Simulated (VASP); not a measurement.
BiS, 2 atoms in the cell. Symmetry: Fm-3m, No. 225, cubic system. Conventional cell: a = 5.750 Å, b = 5.750 Å, c = 5.750 Å, α = 90.00°, β = 90.00°, γ = 90.00°. Bi (site symmetry m-3m) has 6 S at 2.87 Å within 3.8 Å. S (site symmetry m-3m) has 6 Bi at 2.87 Å within 3.8 Å. 

* Program: VASP 6.6.1
* Task: single point
* Functional: r2SCAN
* Potentials or basis: VASP PAW PBE potentials, release 64 (Bi_d, S)
* Cutoff: 550 eV
* k mesh: 5 × 5 × 5
* Occupations: fermi-dirac, width 0.1 eV
* Spin: no spin polarisation
* Dipole correction: no
* Further INCAR settings: ALGO = Normal; EDIFF = 1e-06; NBANDS = 18

Potentials or basis: VASP PAW PBE potentials, release 64 (Bi_d, S).

The run is started by

```console
$ cat potpaw_PBE.64/Bi_d/POTCAR potpaw_PBE.64/S/POTCAR > POTCAR
$ cp INCAR.step1 INCAR
$ mpirun -np 1 vasp_std > vasp.out
$ cp INCAR.step2 INCAR
$ mpirun -np 1 vasp_std > vasp.out
```

Hardware: 1 thread of Intel(R) Xeon(R) Platinum 8488C (Sapphire Rapids) (shared host).

Task: How long does it take, and how much memory?

Result: Run time: 39 s on 1 thread of Intel(R) Xeon(R) Platinum 8488C (Sapphire Rapids), with other jobs on the host, peak memory 0.18 GiB. Counts: k points 10.
